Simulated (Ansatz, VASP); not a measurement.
**One calculation of Ti, two programs**

```xyz
1
Lattice="0.0000 2.0300 2.0604 2.0300 0.0000 2.0604 2.0300 2.0300 0.0000" Properties=species:S:1:pos:R:3 pbc="T T T"
Ti    0.0000    0.0000    0.0000
```

Change from the starting cell: strain +0.000 along x and y, +0.015 along z, atoms carried along.

Alike in both runs: task single point; functional PBEsol; k mesh 20 × 20 × 20; occupations gaussian, width 0.15 eV; no spin polarisation.

|  | VASP | Ansatz |
| --- | --- | --- |
| version | VASP 6.6.1 | Ansatz 0.2.0 |
| potentials or method | VASP PAW PBE potentials, release 64 (Ti_sv), cutoff 520 eV | scalar-relativistic, plane waves, PAW |
| valence electrons in the cell | 12 | 12 |

```tsv
	VASP	Ansatz	Ansatz less VASP
gap on the k mesh at the Fermi level (eV)	none	none	-
pressure (GPa)	-2.2	-1.9	+0.26
traceless stress, the component that is largest in VASP (GPa)	-0.36	-0.36	+0.003
```

VASP's potentials were made for PBE, not for PBEsol. A gap of «none» marks a metal or a gap that the smearing closes.
